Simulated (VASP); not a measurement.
Ba2Tl5V3O12:

```
Ba V Tl O
1.0
     9.93665    0.00000    0.00000
     0.00000    9.93665    0.00000
     0.00000    0.00000    6.65552
Ba V Tl O
2 3 5 12
Direct
  0.00000 0.50000 0.00000
  0.50000 0.00000 0.00000
  0.50000 0.50000 0.00000
  0.50000 0.00000 0.50000
  0.00000 0.50000 0.50000
  0.00000 0.00000 0.50000
  0.67321 0.32679 0.46014
  0.32679 0.67321 0.46014
  0.67321 0.67321 0.53986
  0.32679 0.32679 0.53986
  0.39848 0.60152 0.14652
  0.60152 0.39848 0.14652
  0.60152 0.60152 0.85348
  0.39848 0.39848 0.85348
  0.59959 0.09072 0.33579
  0.40041 0.09072 0.66421
  0.59959 0.90928 0.66421
  0.40041 0.90928 0.33579
  0.09072 0.59959 0.33579
  0.09072 0.40041 0.66421
  0.90928 0.59959 0.66421
  0.90928 0.40041 0.33579
```

* Program: VASP 6.6.1
* Task: relaxation of cell and atoms
* Functional: PBEsol
* Potentials or basis: VASP PAW PBE potentials, release 64 (Ba_sv, V_sv, Tl_d, O)
* Cutoff: 600 eV
* k mesh: 3 × 3 × 4
* Occupations: fermi-dirac, width 0.05 eV
* Spin: collinear spin, ferromagnetic start
* Starting moments: [0.0, 0.0, 2.0, 2.0, 2.0, 0.0, 0.0, 0.0, 0.0, 0.0, 0.0, 0.0, 0.0, 0.0, 0.0, 0.0, 0.0, 0.0, 0.0, 0.0, 0.0, 0.0] μB

At the start: pressure -1.4 GPa; volume 29.87 Å³/atom.

Problem. How do energy, volume and symmetry change on relaxing?

Solution. Over 26 steps the energy falls by 10.1 meV/atom and the volume is 27.37 Å³/atom (-8.4 %); space group P-42m (No. 111, to 0.1 Å) before and after; moment 0.00 μB per cell.

Step by step:
| step | energy change (eV) | largest force (eV/Å) | pressure (GPa) | volume (Å³) |
| --- | --- | --- | --- | --- |
| 1 | 0.0000 | 0.2606 | -1.42 | 657.15 |
| 2 | -0.0131 | 0.9272 | 1.13 | 632.35 |
| 3 | -0.0697 | 0.4038 | -0.13 | 643.90 |
| 4 | -0.1255 | 0.1309 | -0.07 | 634.11 |
| 5 | -0.1319 | 0.2139 | -0.03 | 629.51 |
| 6 | -0.1614 | 0.1856 | -0.09 | 624.52 |
| 7 | -0.1699 | 0.3858 | -0.13 | 619.71 |
| 8 | -0.1881 | 0.2263 | -0.06 | 615.65 |
| 9 | -0.1941 | 0.1530 | 0.04 | 610.84 |
| 10 | -0.2038 | 0.1312 | -0.07 | 609.22 |
| 11 | -0.2111 | 0.3233 | -0.41 | 604.37 |
| 12 | -0.2124 | 0.2615 | -0.31 | 605.70 |
| 13 | -0.2198 | 0.0930 | -0.08 | 602.68 |
| 14 | -0.2208 | 0.0351 | 0.06 | 600.98 |
| 15 | -0.2208 | 0.0345 | 0.05 | 601.08 |
| 16 | -0.2212 | 0.0265 | 0.03 | 601.20 |
| 17 | -0.2216 | 0.0366 | -0.01 | 601.47 |
| 18 | -0.2216 | 0.0430 | -0.02 | 601.54 |
| 19 | -0.2219 | 0.0191 | 0.01 | 601.49 |
| 20 | -0.2219 | 0.0173 | 0.03 | 601.48 |
| 21 | -0.2219 | 0.0172 | 0.03 | 601.47 |
| 22 | -0.2220 | 0.0148 | 0.02 | 601.72 |
| 23 | -0.2221 | 0.0172 | 0.00 | 601.91 |
| 24 | -0.2221 | 0.0284 | -0.03 | 602.30 |
| 25 | -0.2221 | 0.0208 | -0.01 | 602.06 |
| 26 | -0.2221 | 0.0074 | 0.00 | 602.14 |

Final structure:
```xyz
22
Lattice="9.5187 0.0000 0.0000 0.0000 9.5187 0.0000 0.0000 0.0000 6.6457" Properties=species:S:1:pos:R:3 pbc="T T T"
Ba    0.0000    4.7594    0.0000
Ba    4.7594    9.5187    0.0000
V     4.7594    4.7594    0.0000
V     4.7594    9.5187    3.3228
V     0.0000    4.7594    3.3228
Tl    0.0000    9.5187    3.3228
Tl    6.3695    3.1492    3.0925
Tl    3.1492    6.3695    3.0925
Tl    6.3695    6.3695    3.5532
Tl    3.1492    3.1492    3.5532
O     3.7520    5.7667    0.9641
O     5.7667    3.7520    0.9641
O     5.7667    5.7667    5.6816
O     3.7520    3.7520    5.6816
O     5.7554    0.8874    2.2383
O     3.7633    0.8874    4.4074
O     5.7554    8.6313    4.4074
O     3.7633    8.6313    2.2383
O     0.8874    5.7554    2.2383
O     0.8874    3.7633    4.4074
O     8.6313    5.7554    4.4074
O     8.6313    3.7633    2.2383
```

Caveat: the PAW data sets were made with another functional, which shifts forces and pressure a little.
